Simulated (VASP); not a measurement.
# Se (Im-3m) in VASP: a series of runs, part 2 of 2

VASP 6.6.1.

## 3. Relaxation of cell and atoms, r2SCAN, target pressure 125 GPa, at which the enthalpy is minimised

This run uses another cell than the first one, of 12.05 Å³/atom, 1.002 times its volume.

File POSCAR:

```
Se
1.0
   -1.4443187444      1.4443187444      1.4443187444
    1.4443187444     -1.4443187444      1.4443187444
    1.4443187444      1.4443187444     -1.4443187444
Se
1
Direct
    0.0000000000      0.0000000000      0.0000000000
```

File INCAR.step1:

```
SYSTEM = Se
PREC = Accurate
ENCUT = 600
ISMEAR = 0
SIGMA = 0.1
LREAL = .False.
LASPH = .True.
NELM = 100
GGA = PE
ALGO = Normal
EDIFF = 1E-4
LWAVE = .True.
LCHARG = .False.
```

File INCAR.step2:

```
SYSTEM = Se
PREC = Accurate
ENCUT = 600
EDIFF = 1E-6
ISMEAR = 0
SIGMA = 0.1
LREAL = .False.
LASPH = .True.
NELM = 100
ALGO = Normal
ISIF = 3
LWAVE = .False.
LCHARG = .False.
METAGGA = R2SCAN
LMIXTAU = .True.
IBRION = 2
NSW = 100
EDIFFG = -0.002
PSTRESS = 1250.0
ISTART = 1
```

File KPOINTS:

```
regular mesh
0
Gamma
  20 20 20
  0 0 0
```

Potentials or basis: VASP PAW PBE potentials, release 64 (Se).

Run with:

```bash
$ cat potpaw_PBE.64/Se/POTCAR > POTCAR
$ cp INCAR.step1 INCAR
$ mpirun -np 1 vasp_std > vasp.out
$ cp INCAR.step2 INCAR
$ mpirun -np 1 vasp_std > vasp.out
```

OUTCAR:

```text
SYSTEM = Se
   PREC = Accurate
   ENCUT = 600
   EDIFF = 1E-6
   ISMEAR = 0
   LREAL = .False.
   LASPH = .True.
   NELM = 100
   ISIF = 3
   METAGGA = R2SCAN
   IBRION = 2
   NSW = 100
   EDIFFG = -0.002
   PSTRESS = 1250.0
   ISTART = 1

 ion  position               nearest neighbor table
   1  0.000  0.000  0.000-

  LATTYP: Found a body centered cubic cell.
 ALAT       =     2.8886374888

  Lattice vectors:

 A1 = (  -1.4443187444,   1.4443187444,   1.4443187444)
 A2 = (   1.4443187444,  -1.4443187444,   1.4443187444)
 A3 = (   1.4443187444,   1.4443187444,  -1.4443187444)

Analysis of symmetry for initial positions (statically):
=====================================================================
 Subroutine PRICEL returns:
 Original cell was already a primitive cell.

 Routine SETGRP: Setting up the symmetry group for a
 body centered cubic supercell.

 Subroutine GETGRP returns: Found 48 space group operations
 (whereof 48 operations were pure point group operations)
 out of a pool of 48 trial point group operations.

The static configuration has the point symmetry O_h .

Analysis of symmetry for dynamics (positions and initial velocities):
=====================================================================
 Subroutine PRICEL returns:
 Original cell was already a primitive cell.

 Routine SETGRP: Setting up the symmetry group for a
 body centered cubic supercell.

 Subroutine GETGRP returns: Found 48 space group operations
 (whereof 48 operations were pure point group operations)
 out of a pool of 48 trial point group operations.

The dynamic configuration has the point symmetry O_h .

 Subroutine INISYM returns: Found 48 space group operations
 (whereof 48 operations are pure point group operations),
 and found     1 'primitive' translations

----------------------------------------------------------------------------------------

                                     Primitive cell

  volume of cell :      12.0517

  direct lattice vectors                    reciprocal lattice vectors
    -1.444318744  1.444318744  1.444318744     0.000000000  0.346183972  0.346183972
     1.444318744 -1.444318744  1.444318744     0.346183972  0.000000000  0.346183972
     1.444318744  1.444318744 -1.444318744     0.346183972  0.346183972  0.000000000

  length of vectors
     2.501633448  2.501633448  2.501633448     0.489578069  0.489578069  0.489578069

  position of ions in fractional coordinates (direct lattice)
     0.000000000  0.000000000  0.000000000

  ion indices of the primitive-cell ions
   primitive index   ion index
                 1           1

----------------------------------------------------------------------------------------

 KPOINTS: regular mesh

Automatic generation of k-mesh.
 Grid dimensions read from file:
 generate k-points for:   20   20   20

 Generating k-lattice:

  Cartesian coordinates                     Fractional coordinates (reciprocal lattice)
     0.000000000  0.017309199  0.017309199     0.050000000  0.000000000  0.000000000
     0.017309199  0.000000000  0.017309199     0.000000000  0.050000000  0.000000000
     0.017309199  0.017309199  0.000000000     0.000000000  0.000000000  0.050000000

  Length of vectors
     0.024478903  0.024478903  0.024478903

  Shift w.r.t. Gamma in fractional coordinates (k-lattice)
     0.000000000  0.000000000  0.000000000

 Subroutine IBZKPT returns following result:
 ===========================================

 Found    256 irreducible k-points:

 Following reciprocal coordinates:
            Coordinates               Weight
  0.000000  0.000000  0.000000      1.000000
  0.050000  0.000000  0.000000     12.000000
  0.100000  0.000000  0.000000     12.000000
  0.150000  0.000000  0.000000     12.000000
  0.200000  0.000000  0.000000     12.000000
  0.250000  0.000000  0.000000     12.000000
[... 16 lines left out ...]
  0.200000  0.100000  0.000000     48.000000
  0.250000  0.100000  0.000000     48.000000
 [... further k-points ...]
   k-points           NKPTS =    256   k-points in BZ     NKDIM =    256   number of bands    NBANDS=      7
   number of dos      NEDOS =    301   number of ions     NIONS =      1
   total plane-waves  NPLWV =   8000
   dimension x,y,z NGX =    20 NGY =   20 NGZ =   20
   dimension x,y,z NGXF=    40 NGYF=   40 NGZF=   40
   ions per type =               1
   NGX,Y,Z   is equivalent  to a cutoff of  13.29, 13.29, 13.29 a.u.
   NGXF,Y,Z  is equivalent  to a cutoff of  26.58, 26.58, 26.58 a.u.
 SYSTEM =  Se
   PREC   = accura    normal or accurate (medium, high low for compatibility)
   ISTART =      1    job   : 0-new  1-cont  2-samecut
   ICHARG =      0    charge: 1-file 2-atom 10-const
   ISPIN  =      1    spin polarized calculation?
   LNONCOLLINEAR =      F non collinear calculations
   LSORBIT =      F    spin-orbit coupling
   LASPH  =      T    aspherical Exc in radial PAW
   ENCUT  =  600.0 eV  44.10 Ry    6.64 a.u.   5.00  5.00  5.00*2*pi/ulx,y,z
   NELM   =    100;   NELMIN=  2; NELMDL=  0     # of ELM steps
   EDIFF  = 0.1E-05   stopping-criterion for ELM
   LREAL  =      F    real-space projection
   EDIFFG = -.2E-02   stopping-criterion for IOM
   NSW    =    100    number of steps for IOM
   IBRION =      2    ionic relax: 0-MD 1-quasi-New 2-CG
   NFREE  =      1    steps in history (QN), initial steepest desc. (CG)
   ISIF   =      3    stress and relaxation
   ISYM   =      2    0-nonsym 1-usesym 2-fastsym
   POTIM  = 0.5000    time-step for ionic-motion
   TEBEG  =    0.0;   TEEND  =   0.0 temperature during run
   PSTRESS= 1250.0 pullay stress
   NELECT =       6.0000    total number of electrons
   NUPDOWN=      -1.0000    fix difference up-down
   EMIN   =  10.00;   EMAX   =-10.00  energy-range for DOS
   EFERMI =   0.00;   METHOD = LEGACY
   ISMEAR =     0;   SIGMA  =   0.10  broadening in eV -4-tet -1-fermi 0-gaus
   EFERMI_NEDOS =   21; number of points for ismear=-14 and -15
   IALGO  =     38    algorithm
   IMIX   =      4    mixing-type and parameters
     AMIX     =   0.40;   BMIX     =  1.00
     AMIX_MAG =   1.60;   BMIX_MAG =  1.00
  volume/ion in A,a.u.               =      12.05        81.33
  Fermi-wavevector in a.u.,A,eV,Ry     =   1.297504  2.451928 22.905652  1.683518
  Thomas-Fermi vector in A             =   2.428893
   LORBIT       =      0    0 simple, 1 ext, 2 COOP (PROOUT), +10 PAW based schemes
   METAGGA = R2SCAN    functional components
   LHFCALC =     F    Hartree Fock is set to
   AEXX    =    0.0000 exact exchange contribution
   IVDW    =     0    specifies the selected vdW correction
   LEPSILON=     F    determine dielectric tensor
   LRPA    =     F    only Hartree local field effects (RPA)
 conjugate gradient relaxation of ions
 non-spin polarized calculation
 Gauss-broadening in eV      SIGMA  =   0.10
  energy-cutoff  :      600.00
  volume of cell :       12.05
 maximum number of plane-waves:       420
   NGX =  9   NGY =  9   NGZ =  9

--------------------------------------- Ionic step        1  -------------------------------------------

 number of electron       5.9999999 magnetization

 Free energy of the ion-electron system (eV)
  ---------------------------------------------------
  ext. energy  EPLUGINS =         0.00000000
  ---------------------------------------------------
  free energy    TOTEN  =       -11.58033339 eV

  energy without entropy =      -11.57812264  energy(sigma->0) =      -11.57922802

------------------------ aborting loop because EDIFF is reached ----------------------------------------

  FORCE on cell =-STRESS in cart. coord.  units (eV):
  Direction    XX          YY          ZZ          XY          YZ          ZX
  --------------------------------------------------------------------------------------
  -------------------------------------------------------------------------------------
  Total        9.3630874      9.3630874      9.3630874     -0.0000000      0.0000000     -0.0000000
  in kB     1244.7453815   1244.7453815   1244.7453815     -0.0000000      0.0000000     -0.0000000
  external PRESSURE =      -5.2546185 kB  Pullay stress =    1250.0000000 kB
[... 61 lines left out ...]
--------------------------------------- Ionic step        3  -------------------------------------------

 number of electron       5.9999999 magnetization

 Free energy of the ion-electron system (eV)
  ---------------------------------------------------
  ext. energy  EPLUGINS =         0.00000000
  ---------------------------------------------------
  free energy    TOTEN  =       -11.57058226 eV

  energy without entropy =      -11.56838058  energy(sigma->0) =      -11.56948142

 E-fermi :  13.6468     XC(G=0): -13.9176

 val. band max:       13.6349138500   @ k =  -0.4500   0.4500   0.0500
 cond. band min:      13.6663939489   @ k =   0.4000   0.0500   0.0000
 fundamental gap:      0.0314800989
 Fermi energy:        13.6468236433

 k-point     1 :       0.0000    0.0000    0.0000
  band No.  band energies     occupation
      1     -10.0047      2.00000
      2      20.5970      0.00000
      3      20.5970      0.00000
      4      20.5970      0.00000
      5      27.8224      0.00000
      6      27.8224      0.00000
      7      27.8224      0.00000
[... 221 lines left out ...]
 k-point    24 :       0.2500    0.1000    0.0000
  band No.  band energies     occupation
      1      -6.4220      2.00000
      2       8.4204      2.00000
      3      13.6856      0.58366
      4      17.2662      0.00000
      5      23.7174      0.00000
      6      25.6864      0.00000
      7      30.1910      0.00000

 [... further k-points ...]
[... 5 lines left out ...]
  --------------------------------------------------------------------------------------
  -------------------------------------------------------------------------------------
  Total        9.3943010      9.3943010      9.3943010     -0.0000000     -0.0000000      0.0000000
  in kB     1250.1944275   1250.1944275   1250.1944275     -0.0000000     -0.0000000      0.0000000
  external PRESSURE =       0.1944275 kB  Pullay stress =    1250.0000000 kB
[... 20 lines left out ...]
  energy  without entropy=      -11.5683805800  energy(sigma->0) =      -11.56948142

  enthalpy is  TOTEN    =        -2.1777422549 eV   P V=        9.3928400083

 reached required accuracy - stopping structural energy minimisation
```

Run time: 69 s. Hardware: 1 thread of Intel Xeon 6975P-C (Granite Rapids), shared host; peak memory 0.14 GiB.

What came out:

```yaml
Free_energy: -11.5706 eV
Relaxed_volume: 12.04 Å³/atom
Relaxed_cell: a = 2.501 Å, b = 2.501 Å, c = 2.501 Å, α = 109.47°, β = 109.47°, γ = 109.47°
Space_group_after_relaxing_to_0.05_Å: Im-3m (No. 229)
Energy_change_on_relaxing_the_enthalpy_is_what_falls: +9.8 meV/atom
Ionic_steps: 3
Pressure_after_relaxing: 125.0 GPa
Band_gap_on_the_k_mesh: zero (band 3 reaches 20.60 eV, above the bottom of band 4 at 5.71 eV)
```

Step by step:
```tsv
step	energy change (eV)	largest force (eV/Å)	pressure (GPa)	volume (Å³)
1	0.0000	0.0000	124.47	12.05
2	0.0541	0.0000	127.38	11.98
3	0.0098	0.0000	125.02	12.04
```

Final structure:
```
Se
1.0
    -1.44382    1.44382    1.44382
     1.44382   -1.44382    1.44382
     1.44382    1.44382   -1.44382
Se
1
Direct
  0.00000 0.00000 0.00000
```

Caveat: the cell is relaxed towards a set pressure, so the enthalpy falls and the energy may rise; the PAW data sets were made with another functional, which shifts forces and pressure a little.

## 4. Single point, r2SCAN

This run uses another cell than the first one, of 12.05 Å³/atom, 1.002 times its volume.

POSCAR is that of step 3.

File INCAR.step1:

```
SYSTEM = Se
ALGO = Normal ; EDIFF = 1E-4
ENCUT = 520 ; GGA = PE
ISMEAR = 0 ; LASPH = .TRUE.
LCHARG = .FALSE. ; LREAL = .FALSE.
LWAVE = .TRUE. ; NBANDS = 9
NELM = 100 ; PREC = Accurate
SIGMA = 0.1
```

File INCAR.step2:

```
SYSTEM = Se
ALGO = Normal ; EDIFF = 1E-6
ENCUT = 520 ; ISIF = 2
ISMEAR = 0 ; ISTART = 1
LASPH = .TRUE. ; LCHARG = .TRUE.
LELF = .TRUE. ; LMIXTAU = .TRUE.
LREAL = .FALSE. ; LVHAR = .TRUE.
LWAVE = .FALSE. ; METAGGA = R2SCAN
NBANDS = 9 ; NELM = 100
PREC = Accurate ; SIGMA = 0.1
```

File KPOINTS:

```
k-points
0
G
  18 18 18
  0 0 0
```

Run with:

```bash
$ cat potpaw_PBE.64/Se/POTCAR > POTCAR
$ cp INCAR.step1 INCAR
$ mpirun -np 1 vasp_std > vasp.out
$ cp INCAR.step2 INCAR
$ mpirun -np 1 vasp_std > vasp.out
```

Run time: 30 s. Hardware: 1 thread of Intel Xeon 6975P-C (Granite Rapids), shared host; peak memory 0.14 GiB.

The run converged. Its results:

```yaml
Free_energy: -11.5777 eV
Pressure: 125.7 GPa
Band_gap_on_the_k_mesh: zero (band 3 reaches 20.57 eV, above the bottom of band 4 at 6.80 eV)
```

Levels at points of the mesh, in eV from the Fermi level:
```
           k point  band 1  band 2  band 3  band 4  band 5  band 6  band 7  band 8
(0.00, 0.00, 0.00)  -23.55    7.03    7.03    7.03   14.27   14.27   14.27   18.62
(0.50, 0.00, 0.00)  -15.63  -12.62    0.36    4.10    7.84    8.52   22.63   24.22
(0.50, 0.50, 0.50)   -8.51   -6.23   -6.23   -6.23    1.33    1.33   30.38   30.38
```

Caveat: the PAW data sets were made with another functional, which shifts forces and pressure a little.

## 5. Summary

| task | cell | k mesh | cutoff (eV) | gap on the mesh (eV) | pressure (GPa) |
| --- | --- | --- | --- | --- | --- |
| single point | a = 2.500 Å, angles 109.5°, 1 atom | 20 × 20 × 20 | 520 | none | 125.7 |
| relaxation of cell and atoms | relaxed to 125 GPa from a = 2.502 Å, angles 109.5°, 1 atom | 20 × 20 × 20 | 600 | none | 125.0 |
| single point | a = 2.502 Å, angles 109.5°, 1 atom | 18 × 18 × 18 | 520 | none | 125.7 |

Alike in all rows: level r2SCAN; potentials or basis VASP PAW PBE potentials, release 64 (Se); no spin polarisation; smearing gaussian 0.1 eV.

Caveats: the PAW data sets were made with another functional, which shifts forces and pressure a little; the cell is relaxed towards a set pressure, so the enthalpy falls and the energy may rise (some runs).

Absolute energies hang on the potentials; compare differences alone.
